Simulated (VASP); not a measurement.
Here is a VASP 6.6.1 calculation.

POSCAR

```
MoH2
1.0
    0.0000000000      2.1972577870      2.1972577870
    2.1972577870      0.0000000000      2.1972577870
    2.1972577870      2.1972577870      0.0000000000
Mo H
1 2
Direct
    0.0000000000      0.0000000000      0.0000000000
    0.2500000000      0.2500000000      0.2500000000
    0.7500000000      0.7500000000      0.7500000000
```

File INCAR.step1:

```
PREC = Accurate
ENCUT = 600
ISMEAR = 0
SIGMA = 0.1
LREAL = F
LASPH = T
NELM = 100
GGA = PE
ALGO = Normal
EDIFF = 1E-4
LWAVE = T
LCHARG = F
```

File INCAR.step2:

```
PREC = Accurate
ENCUT = 600
EDIFF = 1E-7
ISMEAR = 0
SIGMA = 0.1
LREAL = F
LASPH = T
NELM = 100
ALGO = Normal
ISIF = 3
LWAVE = F
LCHARG = F
METAGGA = R2SCAN
LMIXTAU = T
IBRION = 2
NSW = 80
EDIFFG = -0.01
ISTART = 1
```

File KPOINTS:

```
Automatic mesh
0
Gamma
  16 16 16
```

Potentials or basis: VASP PAW PBE potentials, release 64 (Mo_sv, H).

Launch:

```console
$ cat potpaw_PBE.64/Mo_sv/POTCAR potpaw_PBE.64/H/POTCAR > POTCAR
$ cp INCAR.step1 INCAR
$ mpirun -np 1 vasp_std > vasp.out
$ cp INCAR.step2 INCAR
$ mpirun -np 1 vasp_std > vasp.out
```

Problem. Predict the band gap on the k mesh.

Solution. Zero (bands 8 and 9 overlap by 2.99 eV).

Problem. What does it give for the space group after relaxing (to 0.1 Å)?

Solution. Fm-3m (No. 225).

Final structure:
```
CELL_PARAMETERS angstrom
0.00000 2.19960 2.19960
2.19960 0.00000 2.19960
2.19960 2.19960 0.00000
ATOMIC_POSITIONS crystal
Mo 0.00000 0.00000 0.00000
H 0.25000 0.25000 0.25000
H 0.75000 0.75000 0.75000
```

 Zero-point motion and thermal expansion aren't in these numbers.
